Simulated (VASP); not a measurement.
# Al3C2 (P6_3/m) in VASP: notebook

The runs below take Al3C2 through single point, relaxation of cell and atoms, with PBE.

All numbers are computed with VASP 6.6.1; they aren't measurements. Logs are shortened: lines on timing, memory, paths and dates and some standing lists are left out, and cuts for length are marked.

## Step 1: The cell of the first run

It takes space group P6_3/m (No. 176, hexagonal). Conventional cell: a = 5.178 Å, b = 5.178 Å, c = 5.334 Å, α = 90.00°, β = 90.00°, γ = 120.00°. Al (site symmetry m) has 3 C at 1.95 to 2.08 Å within 2.6 Å. Within 2.6 Å of C (site symmetry -6) lie 3 Al at 1.95 Å. Within 2.8 Å of C (site symmetry -3) lie 6 Al at 2.08 Å and 2 C at 2.67 Å.

## Step 2: Single point, PBE

File INCAR:

```
SYSTEM = Al3C2
  ALGO = Normal
  EDIFF = 1E-6
  ENCUT = 520
  GGA = PE
  ISIF = 2
  ISMEAR = 0
  LASPH = .TRUE.
  LCHARG = .FALSE.
  LREAL = .FALSE.
  LWAVE = .FALSE.
  NBANDS = 28
  NELM = 60
  PREC = Accurate
  SIGMA = 0.1
```

File KPOINTS:

```
k-points
0
G
  3 3 4
  0 0 0
```

File POSCAR:

```
Al3C2
1.0
    5.1775279999     -0.0000000022      0.0000000000
   -2.5887639981      4.4838707778      0.0000000000
    0.0000000000      0.0000000000      5.3338463492
Al C
6 4
Direct
    0.3258963222      0.0396279343      0.2500000000
    0.6741036778      0.9603720657      0.7500000000
    0.9603720657      0.2862683879      0.2500000000
    0.0396279343      0.7137316121      0.7500000000
    0.7137316121      0.6741036778      0.2500000000
    0.2862683879      0.3258963222      0.7500000000
    0.3333333333      0.6666666667      0.2500000000
    0.6666666667      0.3333333333      0.7500000000
    0.0000000000      0.0000000000      0.0000000000
    0.0000000000      0.0000000000      0.5000000000
```

Potentials or basis: VASP PAW PBE potentials, release 64 (Al, C).

Run with:

```
> cat potpaw_PBE.64/Al/POTCAR potpaw_PBE.64/C/POTCAR > POTCAR
> mpirun -np 1 vasp_std > vasp.out
```

OUTCAR:

```text
SYSTEM = Al3C2
   EDIFF = 1E-6
   ENCUT = 520
   GGA = PE
   ISIF = 2
   ISMEAR = 0
   LASPH = .TRUE.
   LREAL = .FALSE.
   NELM = 60
   PREC = Accurate

 ion  position               nearest neighbor table
   1  0.326  0.040  0.250-   7 1.95   9 2.08  10 2.08   5 2.76   3 2.76   5 2.87   3 2.87   4 3.11
                             4 3.11   6 3.11   6 3.11   2 3.36   2 3.36
   2  0.674  0.960  0.750-   8 1.95   9 2.08  10 2.08   6 2.76   4 2.76   6 2.87   4 2.87   3 3.11
                             3 3.11   5 3.11   5 3.11   1 3.36   1 3.36
   3  0.960  0.286  0.250-   7 1.95   9 2.08  10 2.08   5 2.76   1 2.76   1 2.87   5 2.87   2 3.11
                             2 3.11   6 3.11   6 3.11   4 3.36   4 3.36
   4  0.040  0.714  0.750-   8 1.95   9 2.08  10 2.08   6 2.76   2 2.76   2 2.87   6 2.87   1 3.11
                             1 3.11   5 3.11   5 3.11   3 3.36   3 3.36
   5  0.714  0.674  0.250-   7 1.95   9 2.08  10 2.08   1 2.76   3 2.76   1 2.87   3 2.87   4 3.11
                             4 3.11   2 3.11   2 3.11   6 3.36   6 3.36
   6  0.286  0.326  0.750-   8 1.95   9 2.08  10 2.08   2 2.76   4 2.76   2 2.87   4 2.87   3 3.11
                             3 3.11   1 3.11   1 3.11   5 3.36   5 3.36
   7  0.333  0.667  0.250-   1 1.95   3 1.95   5 1.95
   8  0.667  0.333  0.750-   2 1.95   4 1.95   6 1.95
   9  0.000  0.000  0.000-   5 2.08   6 2.08   1 2.08   2 2.08   3 2.08   4 2.08
  10  0.000  0.000  0.500-   5 2.08   6 2.08   1 2.08   2 2.08   3 2.08   4 2.08

  LATTYP: Found a hexagonal cell.
 ALAT       =     5.1775279999
 C/A-ratio  =     1.0301916956

  Lattice vectors:

 A1 = (   5.1775279999,  -0.0000000022,   0.0000000000)
 A2 = (  -2.5887639981,   4.4838707778,   0.0000000000)
 A3 = (   0.0000000000,   0.0000000000,   5.3338463492)

Analysis of symmetry for initial positions (statically):
=====================================================================
 Subroutine PRICEL returns:
 Original cell was already a primitive cell.

 Routine SETGRP: Setting up the symmetry group for a
 hexagonal supercell.

 Subroutine GETGRP returns: Found 12 space group operations
 (whereof  6 operations were pure point group operations)
 out of a pool of 24 trial point group operations.

The static configuration has the point symmetry S_6 .
 The point group associated with its full space group is C_6h.

Analysis of symmetry for dynamics (positions and initial velocities):
=====================================================================
 Subroutine PRICEL returns:
 Original cell was already a primitive cell.

 Routine SETGRP: Setting up the symmetry group for a
 hexagonal supercell.

 Subroutine GETGRP returns: Found 12 space group operations
 (whereof  6 operations were pure point group operations)
 out of a pool of 24 trial point group operations.

The dynamic configuration has the point symmetry S_6 .
 The point group associated with its full space group is C_6h.

 Subroutine INISYM returns: Found 12 space group operations
 (whereof  6 operations are pure point group operations),
 and found     1 'primitive' translations

----------------------------------------------------------------------------------------

                                     Primitive cell

  volume of cell :     123.8272

  direct lattice vectors                    reciprocal lattice vectors
     5.177528000 -0.000000002  0.000000000     0.193142365  0.111510796  0.000000000
    -2.588763998  4.483870778  0.000000000     0.000000000  0.223021592  0.000000000
     0.000000000  0.000000000  5.333846349     0.000000000  0.000000000  0.187481966

  length of vectors
     5.177528000  5.177528000  5.333846349     0.223021592  0.223021592  0.187481966

  position of ions in fractional coordinates (direct lattice)
     0.325896322  0.039627934  0.250000000
     0.674103678  0.960372066  0.750000000
     0.960372066  0.286268388  0.250000000
     0.039627934  0.713731612  0.750000000
     0.713731612  0.674103678  0.250000000
     0.286268388  0.325896322  0.750000000
     0.333333333  0.666666667  0.250000000
     0.666666667  0.333333333  0.750000000
     0.000000000  0.000000000  0.000000000
     0.000000000  0.000000000  0.500000000

  ion indices of the primitive-cell ions
   primitive index   ion index
                 1           1
                 2           2
                 3           3
                 4           4
                 5           5
                 6           6
                 7           7
                 8           8
                 9           9
                10          10

----------------------------------------------------------------------------------------

 KPOINTS: k-points

Automatic generation of k-mesh.
 Grid dimensions read from file:
 generate k-points for:    3    3    4

 Generating k-lattice:

  Cartesian coordinates                     Fractional coordinates (reciprocal lattice)
     0.064380788  0.037170265  0.000000000     0.333333333  0.000000000  0.000000000
     0.000000000  0.074340531  0.000000000     0.000000000  0.333333333  0.000000000
     0.000000000  0.000000000  0.046870492     0.000000000  0.000000000  0.250000000

  Length of vectors
     0.074340531  0.074340531  0.046870492

  Shift w.r.t. Gamma in fractional coordinates (k-lattice)
     0.000000000  0.000000000  0.000000000

 Subroutine IBZKPT returns following result:
 ===========================================

 Found      9 irreducible k-points:

 Following reciprocal coordinates:
            Coordinates               Weight
  0.000000  0.000000  0.000000      1.000000
  0.333333  0.000000  0.000000      6.000000
  0.333333  0.333333  0.000000      2.000000
  0.000000  0.000000  0.250000      2.000000
  0.333333  0.000000  0.250000     12.000000
  0.333333  0.333333  0.250000      4.000000
  0.000000  0.000000  0.500000      1.000000
  0.333333  0.000000  0.500000      6.000000
  0.333333  0.333333  0.500000      2.000000
   k-points           NKPTS =      9   k-points in BZ     NKDIM =      9   number of bands    NBANDS=     28
   number of dos      NEDOS =    301   number of ions     NIONS =     10
   total plane-waves  NPLWV =  64000
   dimension x,y,z NGX =    40 NGY =   40 NGZ =   40
   dimension x,y,z NGXF=    80 NGYF=   80 NGZF=   80
   ions per type =               6   4
   NGX,Y,Z   is equivalent  to a cutoff of  12.84, 12.84, 12.47 a.u.
   NGXF,Y,Z  is equivalent  to a cutoff of  25.69, 25.69, 24.93 a.u.
 SYSTEM =  Al3C2
   PREC   = accura    normal or accurate (medium, high low for compatibility)
   ISTART =      0    job   : 0-new  1-cont  2-samecut
   ICHARG =      2    charge: 1-file 2-atom 10-const
   ISPIN  =      1    spin polarized calculation?
   LNONCOLLINEAR =      F non collinear calculations
   LSORBIT =      F    spin-orbit coupling
   LASPH  =      T    aspherical Exc in radial PAW
   ENCUT  =  520.0 eV  38.22 Ry    6.18 a.u.   9.63  9.63  9.92*2*pi/ulx,y,z
   NELM   =     60;   NELMIN=  2; NELMDL= -5     # of ELM steps
   EDIFF  = 0.1E-05   stopping-criterion for ELM
   LREAL  =      F    real-space projection
   EDIFFG = 0.1E-04   stopping-criterion for IOM
   NSW    =      0    number of steps for IOM
   IBRION =     -1    ionic relax: 0-MD 1-quasi-New 2-CG
   NFREE  =      0    steps in history (QN), initial steepest desc. (CG)
   ISIF   =      2    stress and relaxation
   ISYM   =      2    0-nonsym 1-usesym 2-fastsym
   POTIM  = 0.5000    time-step for ionic-motion
   TEBEG  =    0.0;   TEEND  =   0.0 temperature during run
   PSTRESS=    0.0 pullay stress
   NELECT =      34.0000    total number of electrons
   NUPDOWN=      -1.0000    fix difference up-down
   EMIN   =  10.00;   EMAX   =-10.00  energy-range for DOS
   EFERMI =   0.00;   METHOD = LEGACY
   ISMEAR =     0;   SIGMA  =   0.10  broadening in eV -4-tet -1-fermi 0-gaus
   EFERMI_NEDOS =   21; number of points for ismear=-14 and -15
   IALGO  =     38    algorithm
   IMIX   =      4    mixing-type and parameters
     AMIX     =   0.40;   BMIX     =  1.00
     AMIX_MAG =   1.60;   BMIX_MAG =  1.00
  volume/ion in A,a.u.               =      12.38        83.56
  Fermi-wavevector in a.u.,A,eV,Ry     =   1.064051  2.010765 15.404579  1.132205
  Thomas-Fermi vector in A             =   2.199557
   LORBIT       =      0    0 simple, 1 ext, 2 COOP (PROOUT), +10 PAW based schemes
   GGA     = PE    functional components
   LHFCALC =     F    Hartree Fock is set to
   AEXX    =    0.0000 exact exchange contribution
   IVDW    =     0    specifies the selected vdW correction
   LEPSILON=     F    determine dielectric tensor
   LRPA    =     F    only Hartree local field effects (RPA)
 non-spin polarized calculation
 Gauss-broadening in eV      SIGMA  =   0.10
  energy-cutoff  :      520.00
  volume of cell :      123.83
 maximum number of plane-waves:      3368
 NGX is ok and might be reduce to    40
   NGX = 19   NGY = 19   NGZ = 19

 number of electron      34.0000001 magnetization

 Free energy of the ion-electron system (eV)
  ---------------------------------------------------
  ext. energy  EPLUGINS =         0.00000000
  ---------------------------------------------------
  free energy    TOTEN  =       -54.83573442 eV

  energy without entropy =      -54.81733820  energy(sigma->0) =      -54.82653631

 E-fermi :   7.6618     XC(G=0): -10.6176

 val. band max:        7.3570372253   @ k =   0.3333   0.3333   0.2500
 cond. band min:       7.6767145283   @ k =   0.3333   0.0000   0.2500
 fundamental gap:      0.3196773030
 Fermi energy:         7.6618355265

 k-point     1 :       0.0000    0.0000    0.0000
  band No.  band energies     occupation
      1      -6.5708      2.00000
      2      -2.8732      2.00000
      3      -2.8237      2.00000
      4      -2.7354      2.00000
      5       0.3059      2.00000
      6       1.2917      2.00000
[... 20 lines left out ...]
     27      13.9095      0.00000
     28      15.1079      0.00000

 k-point     2 :       0.3333    0.0000    0.0000
  band No.  band energies     occupation
      1      -6.1750      2.00000
      2      -3.5466      2.00000
      3      -2.8341      2.00000
      4      -2.7054      2.00000
      5      -0.2558      2.00000
      6       0.5304      2.00000
[... 20 lines left out ...]
     27      13.2488      0.00000
     28      14.4259      0.00000

 k-point     3 :       0.3333    0.3333    0.0000
  band No.  band energies     occupation
      1      -5.9030      2.00000
      2      -3.5022      2.00000
      3      -3.5022      2.00000
      4      -2.6427      2.00000
      5      -0.1860      2.00000
      6       0.8314      2.00000
[... 20 lines left out ...]
     27      13.5754      0.00000
     28      13.5754      0.00000

 k-point     4 :       0.0000    0.0000    0.2500
  band No.  band energies     occupation
      1      -6.2987      2.00000
      2      -4.2472      2.00000
      3      -2.6041      2.00000
      4      -2.1824      2.00000
      5       1.4033      2.00000
      6       1.5479      2.00000
[... 20 lines left out ...]
     27      13.6626      0.00000
     28      13.6626      0.00000

 k-point     5 :       0.3333    0.0000    0.2500
  band No.  band energies     occupation
      1      -5.9071      2.00000
      2      -3.9272      2.00000
      3      -3.3234      2.00000
      4      -2.6744      2.00000
      5       0.8070      2.00000
      6       0.8678      2.00000
[... 20 lines left out ...]
     27      13.6129      0.00000
     28      13.9180      0.00000

 k-point     6 :       0.3333    0.3333    0.2500
  band No.  band energies     occupation
      1      -5.6363      2.00000
      2      -3.6297      2.00000
      3      -3.4046      2.00000
      4      -3.4046      2.00000
      5       0.3659      2.00000
      6       0.3659      2.00000
[... 20 lines left out ...]
     27      12.9124      0.00000
     28      13.3694      0.00000

 k-point     7 :       0.0000    0.0000    0.5000
  band No.  band energies     occupation
      1      -5.4991      2.00000
      2      -5.4991      2.00000
      3      -2.3087      2.00000
      4      -2.3087      2.00000
      5       2.2452      2.00000
      6       2.2452      2.00000
[... 20 lines left out ...]
     27      13.8836      0.00000
     28      13.8836      0.00000

 k-point     8 :       0.3333    0.0000    0.5000
  band No.  band energies     occupation
      1      -5.1216      2.00000
      2      -5.1216      2.00000
      3      -2.9636      2.00000
      4      -2.9636      2.00000
      5       1.0879      2.00000
      6       1.0879      2.00000
[... 20 lines left out ...]
     27      14.0297      0.00000
     28      14.0297      0.00000

 k-point     9 :       0.3333    0.3333    0.5000
  band No.  band energies     occupation
      1      -4.8511      2.00000
      2      -4.8511      2.00000
      3      -3.2939      2.00000
      4      -3.2939      2.00000
      5      -0.0423      2.00000
      6      -0.0423      2.00000
[... 20 lines left out ...]
     27      13.7375      0.00000
     28      13.7472      0.00000

------------------------ aborting loop because EDIFF is reached ----------------------------------------

  FORCE on cell =-STRESS in cart. coord.  units (eV):
  Direction    XX          YY          ZZ          XY          YZ          ZX
  --------------------------------------------------------------------------------------
  -------------------------------------------------------------------------------------
  Total       -0.1469397     -0.1469397      0.0082922     -0.0000000     -0.0000000      0.0000000
  in kB       -1.9012258     -1.9012258      0.1072912     -0.0000005     -0.0000000      0.0000000
  external PRESSURE =      -1.2317202 kB  Pullay stress =       0.0000000 kB

 VOLUME and BASIS-vectors are now :
 -----------------------------------------------------------------------------
  energy-cutoff  :      520.00
  volume of cell :      123.83
      direct lattice vectors                 reciprocal lattice vectors
     5.177528000 -0.000000002  0.000000000     0.193142365  0.111510796  0.000000000
    -2.588763998  4.483870778  0.000000000     0.000000000  0.223021592  0.000000000
     0.000000000  0.000000000  5.333846349     0.000000000  0.000000000  0.187481966

 POSITION                                       TOTAL-FORCE (eV/Angst)
 -----------------------------------------------------------------------------------
      1.58475      0.17769      1.33346         0.003890     -0.002346      0.000000
      1.00401      4.30618      4.00038        -0.003890      0.002346     -0.000000
      4.23127      1.28359      1.33346         0.000086      0.004542     -0.000000
     -1.64251      3.20028      4.00038        -0.000086     -0.004542      0.000000
      1.95027      3.02259      1.33346        -0.003976     -0.002196      0.000000
      0.63849      1.46128      4.00038         0.003976      0.002196     -0.000000
      0.00000      2.98925      1.33346        -0.000000     -0.000000      0.000000
      2.58876      1.49462      4.00038        -0.000000     -0.000000      0.000000
      0.00000      0.00000      0.00000        -0.000000     -0.000000     -0.000000
      0.00000      0.00000      2.66692        -0.000000     -0.000000     -0.000000
 -----------------------------------------------------------------------------------
    total drift:                                0.000000     -0.000000     -0.000000

  FREE ENERGIE OF THE ION-ELECTRON SYSTEM (eV)
  ---------------------------------------------------
  free  energy   TOTEN  =       -54.8357344210 eV

  energy  without entropy=      -54.8173381968  energy(sigma->0) =      -54.82653631
```

Run time: 16 s. Hardware: 1 thread of Intel Xeon 6975P-C (Granite Rapids), shared host; peak memory 0.24 GiB.

What came out:

* Free energy: -54.8357 eV
* Pressure: -0.1 GPa
* Largest force: 0.005 eV/Å
* Band gap on the k mesh: zero (band 17 reaches 8.44 eV, above the bottom of band 18 at 7.36 eV)

Forces on the atoms (eV/Å):
```
Al   0.004 -0.002  0.000
Al  -0.004  0.002  0.000
Al   0.000  0.005  0.000
Al   0.000 -0.005  0.000
Al  -0.004 -0.002  0.000
Al   0.004  0.002  0.000
C    0.000  0.000  0.000
C    0.000  0.000  0.000
C    0.000  0.000  0.000
C    0.000  0.000  0.000
```

Stress tensor (GPa, compression positive):
```
-0.19  0.00  0.00
 0.00 -0.19  0.00
 0.00  0.00  0.01
```

Caveat: the k points lie up to 0.47 Å⁻¹ apart.

## Step 3: Single point, PBE

This run uses another cell than the first one, of 16.89 Å³/atom, 1.364 times its volume.

File INCAR:

```
SYSTEM = Al3C2
  PREC = Accurate
  ENCUT = 520
  EDIFF = 1E-6
  ISMEAR = 0
  SIGMA = 0.1
  LREAL = .False.
  LASPH = .True.
  NELM = 80
  ALGO = Normal
  ISIF = 2
  LWAVE = .False.
  LCHARG = .True.
  GGA = PE
  LELF = .True.
  LVHAR = .True.
  NBANDS = 28
```

File KPOINTS:

```
regular mesh
0
Gamma
  3 3 4
  0 0 0
```

File POSCAR:

```
Al3C2
1.0
    6.8018759500      0.0000000000      0.0000000000
   -3.4009379700      5.8905973700      0.0000000000
    0.0000000000      0.0000000000      4.2146764300
Al C
6 4
Direct
    0.3863689600      0.0808029700      0.2500000000
    0.6136310400      0.9191970300      0.7500000000
    0.9191970300      0.3055659900      0.2500000000
    0.0808029700      0.6944340100      0.7500000000
    0.6944340100      0.6136310400      0.2500000000
    0.3055659900      0.3863689600      0.7500000000
    0.3333333300      0.6666666700      0.2500000000
    0.6666666700      0.3333333300      0.7500000000
    0.0000000000      0.0000000000      0.0000000000
    0.0000000000      0.0000000000      0.5000000000
```

Potentials or basis: VASP PAW PBE potentials, release 64 (Al, C).

Run with:

```
> cat potpaw_PBE.64/Al/POTCAR potpaw_PBE.64/C/POTCAR > POTCAR
> mpirun -np 1 vasp_std > vasp.out
```

Wall time 29 s (1 thread of Intel Xeon 6975P-C (Granite Rapids), shared host); peak memory 0.28 GiB.

The run converged. Its results:

```yaml
Free_energy: -44.0445 eV
Pressure: -21.6 GPa
Largest_force: 0.740 eV/Å
Band_gap_on_the_k_mesh: zero (band 17 reaches 5.55 eV, above the bottom of band 18 at 4.67 eV)
```

Forces in eV/Å, atoms in the order of the input:
```
Al  -0.603 -0.429  0.000
Al   0.603  0.429  0.000
Al   0.673 -0.308  0.000
Al  -0.673  0.308  0.000
Al  -0.070  0.737  0.000
Al   0.070 -0.737  0.000
C    0.000  0.000  0.000
C    0.000  0.000  0.000
C    0.000  0.000  0.000
C    0.000  0.000  0.000
```

Stress tensor (GPa, compression positive):
```
-22.54   0.00   0.00
  0.00 -22.54   0.00
  0.00   0.00 -19.68
```

Levels at points of the mesh, in eV from the Fermi level:
```tsv
k point	band 15	band 16	band 17	band 18	band 19	band 20
(0.00, 0.00, 0.00)	-1.39	-0.05	-0.05	1.68	1.68	1.72
(0.00, 0.00, 0.50)	0.40	0.40	0.51	0.51	0.51	0.51
```

Caveat: the k points lie up to 0.37 Å⁻¹ apart.

[end of part 1 of 3]
